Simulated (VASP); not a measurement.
## C: single point with PBE

Crystal: C.

```
C
1.0
     0.00000    1.85474    1.64073
     1.85474    0.00000    1.64073
     1.85474    1.85474    0.00000
C
2
Direct
  0.50000 0.50000 0.50000
  0.75000 0.75000 0.75000
```

This cell differs from its parent crystal: strain +0.040 along x and y, -0.080 along z.

| Quantity | Value |
| --- | --- |
| Program | VASP 6.6.1 |
| Task | single point |
| Functional | PBE |
| Potentials or basis | VASP PAW PBE potentials, release 64 (C) |
| Cutoff | 520 eV |
| k mesh | 12 × 12 × 12 |
| Occupations | gaussian, width 0.05 eV |
| Spin | no spin polarisation |

The pressure is 4.8 GPa and the band gap on the k mesh is 1.20 eV, indirect (least direct gap 3.66 eV).

Stress tensor (GPa, compression positive):
```
-28.43   0.00   0.00
  0.00 -28.43   0.00
  0.00   0.00  71.38
```

Levels at points of the mesh, in eV from the valence-band top:
```csv
k point,band 1,band 2,band 3,band 4,band 5,band 6,band 7,band 8
"(0.00, 0.00, 0.00)",-22.62,-1.62,-1.62,0.00,3.66,5.17,5.17,12.17
"(0.50, 0.00, 0.00)",-16.75,-14.47,-4.86,-2.91,5.68,6.84,9.88,14.82
"(0.50, 0.50, 0.00)",-12.54,-12.54,-8.52,-8.52,1.85,1.85,16.08,16.08
"(0.50, 0.00, 0.50)",-14.47,-14.47,-6.68,-6.68,4.77,4.77,14.89,14.89
```

Run time: 16 s on 1 thread of Intel(R) Xeon(R) Platinum 8259CL CPU @ 2.50GHz (Skylake/Cascade Lake), with other jobs on the host, peak memory 0.12 GiB.

Caveat: the cell differs from its parent crystal (strain +0.040 along x and y, -0.080 along z). A k mesh can miss the band edges.
